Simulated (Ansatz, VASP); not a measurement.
# BN: VASP beside Ansatz

```
B N
1.0
     0.00000    1.80299    1.80299
     1.80299    0.00000    1.80299
     1.80299    1.80299    0.00000
B N
1 1
Cartesian
  0.0000 0.0000 0.0000
  0.9015 0.9015 0.9015
```

Alike in both runs: functional r2SCAN; dispersion rVV10; k mesh 12 × 12 × 12; occupations gaussian, width 0.02 eV; no spin polarisation.

Ansatz relaxed the structure, and its values are those at the end. VASP's run is a single point on that final structure, the one shown.

|  | VASP | Ansatz |
| --- | --- | --- |
| version | VASP 6.6.1 | Ansatz 0.2.0 |
| potentials or method | VASP PAW PBE potentials, release 64 (B, N), cutoff 660 eV | scalar-relativistic, plane waves, PAW |
| valence electrons in the cell | 8 | 8 |

Ansatz gave:

| Property | Result |
| --- | --- |
| gap on the k mesh at the Fermi level (eV) | 4.95 |
| least direct gap on the mesh (eV) | 9.58 |
| pressure (GPa) | 0.0 |

Question: What did VASP give for the same quantities?

Answer: gap on the k mesh at the Fermi level (eV): 4.94; least direct gap on the mesh (eV): 9.55; pressure (GPa): 1.5.

VASP's potentials were made for PBE, not for r2SCAN.
